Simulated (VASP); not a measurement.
A run of VASP 6.6.1:

Contents of INCAR:

```
SYSTEM = AlN
PREC     = Accurate       ! precision mode
ENCUT    = 520            ! plane-wave cutoff, eV
EDIFF    = 1E-6           ! SCF threshold, eV
ISMEAR   = 0              ! smearing method
SIGMA    = 0.05           ! smearing width, eV
LREAL    = .FALSE.        ! projectors in reciprocal space
LASPH    = .TRUE.         ! aspherical terms in the spheres
NELM     = 100            ! most SCF steps
ALGO     = Normal         ! electronic algorithm
ISIF     = 2              ! what is computed and relaxed
LWAVE    = .FALSE.        ! write WAVECAR
LCHARG   = .TRUE.         ! write CHGCAR
LELF     = .TRUE.         ! ELF
LVHAR    = .TRUE.       
NBANDS   = 16             ! bands
```

Contents of KPOINTS:

```
regular mesh
0
G
  9 9 6
  0 0 0
```

The input POSCAR:

```
AlN
1.0
    3.0886152983      0.0000000000     -0.4632922947
   -1.5443076491      2.6748193108      0.2316461474
   -0.7415376399      0.0000000000      4.7458408954
Al N
2 2
Direct
    0.3519641389      0.6660940090      0.0035832660
    0.6858701299      0.3339059910      0.5035832660
    0.3245630072      0.6869602832      0.3814167340
    0.6376027240      0.3130397168      0.8814167340
```

Potentials or basis: VASP PAW LDA potentials, release 64 (Al, N).

The run is started by

```bash
$ cat potpaw_LDA.64/Al/POTCAR potpaw_LDA.64/N/POTCAR > POTCAR
$ mpirun -np 1 vasp_std > vasp.out
```

Hardware: 1 thread of Intel(R) Xeon(R) Platinum 8259CL CPU @ 2.50GHz (Skylake/Cascade Lake), with other jobs on the host.

Task: Estimate the wall time of this run.

Result: It took 50 s on 1 thread of Intel(R) Xeon(R) Platinum 8259CL CPU @ 2.50GHz (Skylake/Cascade Lake) (shared host), peak memory 0.18 GiB. Counts: scf iterations 12, k points 140.
